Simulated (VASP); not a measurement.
Crystal: Sc.

```
Sc
1.0
     3.26428    0.00000    0.00000
    -1.63214    2.82695    0.00000
     0.00000    0.00000    5.20203
Sc
2
Direct
  0.66667 0.33333 0.75000
  0.33333 0.66667 0.25000
```

Base run:

| Item | Value |
| --- | --- |
| Program | VASP 6.6.1 |
| Functional | r2SCAN |
| Potentials or basis | VASP PAW PBE potentials, release 64 (Sc_sv) |
| Cutoff | 520 eV |
| k mesh | 9 × 9 × 5 |
| Occupations | fermi-dirac, width 0.05 eV |
| Spin | no spin polarisation |

Its results: band gap on the k mesh zero (band 11 reaches 4.65 eV, above the bottom of band 12 at 3.40 eV); pressure 2.6 GPa.

**Question.** After a change of settings the same cell gave: band gap on the k mesh zero (band 11 reaches 4.42 eV, above the bottom of band 12 at 3.22 eV); pressure -0.7 GPa. Which change was it?
A. functional from r2SCAN to PBEsol
B. functional from r2SCAN to PBE
C. functional from r2SCAN to LDA; potentials or basis from VASP PAW PBE potentials, release 64 (Sc_sv) to VASP PAW LDA potentials, release 64 (Sc_sv)

**Answer.** A.

Caveats: the PAW data sets were made with another functional, which shifts forces and pressure a little.
